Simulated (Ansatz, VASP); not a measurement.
**Nb3CdB in VASP and in Ansatz**

```
CELL_PARAMETERS angstrom
2.97963 0.00000 0.00000
0.00000 4.70357 0.00000
0.00000 0.00000 6.41921
ATOMIC_POSITIONS crystal
Nb 0.00000 0.00000 0.00000
Nb 0.00000 0.50000 0.25139
Nb 0.00000 0.50000 0.74861
Cd 0.00000 0.00000 0.50000
B 0.50000 0.50000 0.00000
```

Alike in both runs: task relaxation of cell and atoms; functional PBE; k mesh 12 × 8 × 6; occupations gaussian, width 0.1 eV; no spin polarisation.

|  | VASP | Ansatz |
| --- | --- | --- |
| version | VASP 6.6.1 | Ansatz 0.2.0 |
| potentials or method | VASP PAW PBE potentials, release 64 (Nb_sv, Cd, B), cutoff 600 eV | scalar-relativistic, plane waves, PAW |
| valence electrons in the cell | 54 | 62 |

|  | VASP | Ansatz | Ansatz less VASP |
| --- | --- | --- | --- |
| gap on the k mesh at the Fermi level, each at its own relaxed structure (eV) | none | none | - |
| relaxed volume (Å³/atom) | 18.02 | 18.02 | -0.001 |
| relaxed cell length with the largest relative difference (Å) | 4.683 | 4.681 | -0.0017 |

A gap of «none» marks a metal or a gap that the smearing closes. VASP's potentials hold 54 valence electrons a cell and Ansatz's 62, so a difference there can come from the potentials and not from the codes.
